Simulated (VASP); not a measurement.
**Ta: single point with revPBE**

Crystal: Ta.

```
Ta
1.0
     0.00000    2.94435    2.94435
     2.94435    0.00000    2.94435
     2.94435    2.94435    0.00000
Ta
2
Cartesian
  0.7361 0.7361 0.7361
  5.1526 5.1526 5.1526
```

This cell differs from its parent crystal: volume scaled by 0.88.

```json
{"Program": "VASP 6.6.1", "Task": "single point", "Functional": "revPBE", "Potentials or basis": "VASP PAW PBE potentials, release 64 (Ta_pv)", "Cutoff": "520 eV", "k mesh": "10 × 10 × 10", "Occupations": "fermi-dirac, width 0.1 eV", "Spin": "no spin polarisation"}
```

- Pressure: 10.7 GPa
- Band gap on the k mesh: zero (band 11 reaches 3.17 eV, above the bottom of band 12 at 2.27 eV)

Levels at points of the mesh, in eV from the Fermi level:
```
           k point  band 8  band 9  band 10  band 11  band 12  band 13  band 14  band 15
(0.00, 0.00, 0.00)   -1.25   -1.25    -0.32    -0.32    -0.32     2.21     2.21     2.21
(0.50, 0.00, 0.00)   -1.49   -1.10    -1.10    -0.46    -0.46     0.07     3.53     3.53
(0.50, 0.50, 0.00)   -2.33   -0.82    -0.82    -0.35    -0.35     1.87     1.87     4.71
```

Run time: 11 s on 1 thread of Intel(R) Xeon(R) 6975P-C (Granite Rapids) (shared host), peak memory 0.18 GiB.

Caveat: the PAW data sets were made with another functional, which shifts forces and pressure a little; spin-orbit coupling is left out, which moves the levels of the heavy elements.
